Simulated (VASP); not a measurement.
# Zr2TiN3 (I4/mmm) in VASP: further runs, part 2 of 2

VASP 6.6.1. Earlier steps stand in the parts before.

## 3. Single point, PBE

INCAR reads:

```
ALGO = Normal
EDIFF = 1E-6
ENCUT = 520
GGA = PE
ISIF = 2
ISMEAR = 0
LASPH = True
LCHARG = False
LREAL = False
LWAVE = False
NBANDS = 34
NELM = 100
PREC = Accurate
SIGMA = 0.1
```

KPOINTS reads:

```
k-points
0
Gamma
  8 8 8
```

POSCAR reads:

```
Zr2TiN3
1.0
   -1.5936898000      1.5936898000      6.7437681000
    1.5936898000     -1.5936898000      6.7437681000
    1.5936898000      1.5936898000     -6.7437681000
Zr Ti N
2 1 3
Direct
    0.8390570000      0.8390570000      0.0000000000
    0.1609430000      0.1609430000      0.0000000000
    0.5000000000      0.5000000000      0.0000000000
    0.6640810000      0.6640810000      0.0000000000
    0.3359190000      0.3359190000      0.0000000000
    0.0000000000      0.0000000000      0.0000000000
```

Potentials or basis: VASP PAW PBE potentials, release 64 (Zr_sv, Ti_sv, N).

Started as:

```
cat potpaw_PBE.64/Zr_sv/POTCAR potpaw_PBE.64/Ti_sv/POTCAR potpaw_PBE.64/N/POTCAR > POTCAR
mpirun -np 1 vasp_std > vasp.out
```

OUTCAR:

```text
EDIFF = 1E-6
   ENCUT = 520
   GGA = PE
   ISIF = 2
   ISMEAR = 0
   LASPH = True
   LREAL = False
   NELM = 100
   PREC = Accurate

 ion  position               nearest neighbor table
   1  0.839  0.839  0.000-   6 2.17   5 2.25   5 2.25   5 2.25   5 2.25   4 2.36   3 3.13   3 3.13
                             3 3.13   3 3.13   2 3.29   2 3.29   2 3.29   2 3.29
   2  0.161  0.161  0.000-   6 2.17   4 2.25   4 2.25   4 2.25   4 2.25   5 2.36   3 3.13   3 3.13
                             3 3.13   3 3.13   1 3.29   1 3.29   1 3.29   1 3.29
   3  0.500  0.500  0.000-   4 2.21   5 2.21   6 2.25   6 2.25   6 2.25   6 2.25   1 3.13   2 3.13
                             1 3.13   2 3.13   1 3.13   2 3.13   1 3.13   2 3.13
   4  0.664  0.664  0.000-   3 2.21   2 2.25   2 2.25   2 2.25   2 2.25   1 2.36
   5  0.336  0.336  0.000-   3 2.21   1 2.25   1 2.25   1 2.25   1 2.25   2 2.36
   6  0.000  0.000  0.000-   1 2.17   2 2.17   3 2.25   3 2.25   3 2.25   3 2.25

  LATTYP: Found a body centered tetragonal cell.
 ALAT       =     3.1873796000
 C/A-ratio  =     4.2315437421

  Lattice vectors:

 A1 = (  -1.5936898000,   1.5936898000,   6.7437681000)
 A2 = (   1.5936898000,  -1.5936898000,   6.7437681000)
 A3 = (   1.5936898000,   1.5936898000,  -6.7437681000)

Analysis of symmetry for initial positions (statically):
=====================================================================
 Subroutine PRICEL returns:
 Original cell was already a primitive cell.

 Routine SETGRP: Setting up the symmetry group for a
 body centered tetragonal supercell.

 Subroutine GETGRP returns: Found 16 space group operations
 (whereof 16 operations were pure point group operations)
 out of a pool of 16 trial point group operations.

The static configuration has the point symmetry D_4h.

Analysis of symmetry for dynamics (positions and initial velocities):
=====================================================================
 Subroutine PRICEL returns:
 Original cell was already a primitive cell.

[... 133 lines left out ...]
   IMIX   =      4    mixing-type and parameters
     AMIX     =   0.40;   BMIX     =  1.00
     AMIX_MAG =   1.60;   BMIX_MAG =  1.00
  volume/ion in A,a.u.               =      11.42        77.06
  Fermi-wavevector in a.u.,A,eV,Ry     =   1.483684  2.803757 29.950763  2.201319
  Thomas-Fermi vector in A             =   2.597315
   LORBIT       =      0    0 simple, 1 ext, 2 COOP (PROOUT), +10 PAW based schemes
   GGA     = PE    functional components
   LHFCALC =     F    Hartree Fock is set to
   AEXX    =    0.0000 exact exchange contribution
   IVDW    =     0    specifies the selected vdW correction
   LEPSILON=     F    determine dielectric tensor
   LRPA    =     F    only Hartree local field effects (RPA)
 non-spin polarized calculation
 Gauss-broadening in eV      SIGMA  =   0.10
  energy-cutoff  :      520.00
  volume of cell :       68.51
 maximum number of plane-waves:      1872
 NGX is ok and might be reduce to    54
   NGX = 27   NGY = 27   NGZ = 27

 number of electron      50.9999998 magnetization

 Free energy of the ion-electron system (eV)
  ---------------------------------------------------
  ext. energy  EPLUGINS =         0.00000000
  ---------------------------------------------------
  free energy    TOTEN  =       -60.07446137 eV

  energy without entropy =      -60.05914831  energy(sigma->0) =      -60.06680484

 E-fermi :  11.5421     XC(G=0): -12.5407

 val. band max:       11.5384696531   @ k =  -0.2500   0.1250   0.0000
 cond. band min:      11.5823857272   @ k =  -0.1250   0.1250   0.1250
 fundamental gap:      0.0439160741
 Fermi energy:        11.5421114100

 k-point     1 :       0.0000    0.0000    0.0000
  band No.  band energies     occupation
      1     -46.3013      2.00000
      2     -37.9005      2.00000
      3     -37.8221      2.00000
      4     -22.5618      2.00000
      5     -22.5132      2.00000
      6     -22.5132      2.00000
[... 877 lines left out ...]
     33      15.1093      0.00000
     34      15.4642      0.00000

 [... further k-points ...]
[... 5 lines left out ...]
  --------------------------------------------------------------------------------------
  -------------------------------------------------------------------------------------
  Total        0.2584860      0.2584860     -0.1264346      0.0000000     -0.0000000     -0.0000000
  in kB        6.0447373      6.0447373     -2.9566938      0.0000000     -0.0000000     -0.0000000
  external PRESSURE =       3.0442603 kB  Pullay stress =       0.0000000 kB

 VOLUME and BASIS-vectors are now :
 -----------------------------------------------------------------------------
  energy-cutoff  :      520.00
  volume of cell :       68.51
      direct lattice vectors                 reciprocal lattice vectors
    -1.593689800  1.593689800  6.743768100     0.000000000  0.313737341  0.074142526
     1.593689800 -1.593689800  6.743768100     0.313737341  0.000000000  0.074142526
     1.593689800  1.593689800 -6.743768100     0.313737341  0.313737341  0.000000000

 POSITION                                       TOTAL-FORCE (eV/Angst)
 -----------------------------------------------------------------------------------
      0.00000      0.00000     11.31681         0.000000      0.000000      0.040013
      0.00000      0.00000      2.17072         0.000000      0.000000     -0.040013
      0.00000      0.00000      6.74377        -0.000000     -0.000000      0.000000
      0.00000      0.00000      8.95682        -0.000000     -0.000000     -0.010364
      0.00000      0.00000      4.53072        -0.000000     -0.000000      0.010364
      0.00000      0.00000      0.00000        -0.000000     -0.000000     -0.000000
 -----------------------------------------------------------------------------------
    total drift:                                0.000000      0.000000     -0.000000

  FREE ENERGIE OF THE ION-ELECTRON SYSTEM (eV)
  ---------------------------------------------------
  free  energy   TOTEN  =       -60.0744613669 eV

  energy  without entropy=      -60.0591483083  energy(sigma->0) =      -60.06680484
```

It took 9.2 min on 1 thread of Intel Xeon 6975P-C, shared host; peak memory 0.47 GiB.

What came out:

```yaml
Free_energy: -60.0745 eV
Pressure: 0.3 GPa
Largest_force: 0.040 eV/Å
```

Forces in eV/Å, atoms in the order of the input:
```
Zr   0.000  0.000  0.040
Zr   0.000  0.000 -0.040
Ti   0.000  0.000  0.000
N    0.000  0.000 -0.010
N    0.000  0.000  0.010
N    0.000  0.000  0.000
```

## 4. Single point, PBE

INCAR reads:

```
ALGO     = Normal         # electronic algorithm
EDIFF    = 1E-6           # SCF threshold, eV
ENCUT    = 520            # plane-wave cutoff, eV
GGA      = PE             # functional
ISIF     = 2              # what is computed and relaxed
ISMEAR   = 0              # smearing method
LASPH    = T              # aspherical terms in the spheres
LCHARG   = T              # write CHGCAR
LELF     = T              # ELF
LREAL    = F              # projectors in reciprocal space
LVHAR    = T            
LWAVE    = F              # write WAVECAR
NBANDS   = 34             # bands
NELM     = 100            # most SCF steps
PREC     = Accurate       # precision mode
SIGMA    = 0.1            # smearing width, eV
```

KPOINTS reads:

```
k-points
0
Gamma
  16 16 16
```

POSCAR is that of step 3.

Started as:

```
cat potpaw_PBE.64/Zr_sv/POTCAR potpaw_PBE.64/Ti_sv/POTCAR potpaw_PBE.64/N/POTCAR > POTCAR
mpirun -np 1 vasp_std > vasp.out
```

Wall time 30 min (1 thread of Intel Xeon 6975P-C (Granite Rapids), shared host); peak memory 0.94 GiB.

Results (log left out):

* Free energy: -60.0890 eV
* Pressure: 0.3 GPa
* Largest force: 0.014 eV/Å

Forces in eV/Å, atoms in the order of the input:
```
Zr   0.000  0.000  0.006
Zr   0.000  0.000 -0.006
Ti   0.000  0.000  0.000
N    0.000  0.000  0.014
N    0.000  0.000 -0.014
N    0.000  0.000  0.000
```

Levels at points of the mesh, in eV from the Fermi level:
```tsv
k point	band 22	band 23	band 24	band 25	band 26	band 27	band 28	band 29	band 30	band 31
(0.00, 0.00, 0.00)	-2.81	-2.61	-2.49	-2.46	-2.46	-0.45	-0.45	-0.41	0.65	0.98
(0.50, 0.00, 0.00)	-5.24	-4.96	-4.53	0.94	0.94	1.36	2.12	2.33	2.80	3.03
(0.50, 0.50, 0.00)	-4.11	-3.15	-3.13	-3.04	-0.81	-0.11	1.81	1.92	1.99	2.28
(0.50, 0.50, 0.50)	-3.05	-3.05	-3.01	-3.01	-1.55	-1.12	0.63	0.63	0.68	1.90
```

## 5. Overview

| spin | k mesh | gap on the mesh (eV) | pressure (GPa) | largest force (eV/Å) |
| --- | --- | --- | --- | --- |
| collinear, ferromagnetic start | 8 × 8 × 8 | none | 0.3 | 0.04 |
| off | 8 × 8 × 8 | none | 0.3 | 0.04 |
| off | 16 × 16 × 16 | none | 0.3 | 0.01 |

Alike in all rows: task single point; level PBE; potentials or basis VASP PAW PBE potentials, release 64 (Zr_sv, Ti_sv, N); cell as given; cutoff (eV) 520; smearing gaussian 0.1 eV.

Every run on the cell as given and a fine mesh finds a metal.

Absolute energies hang on the potentials; compare differences alone.
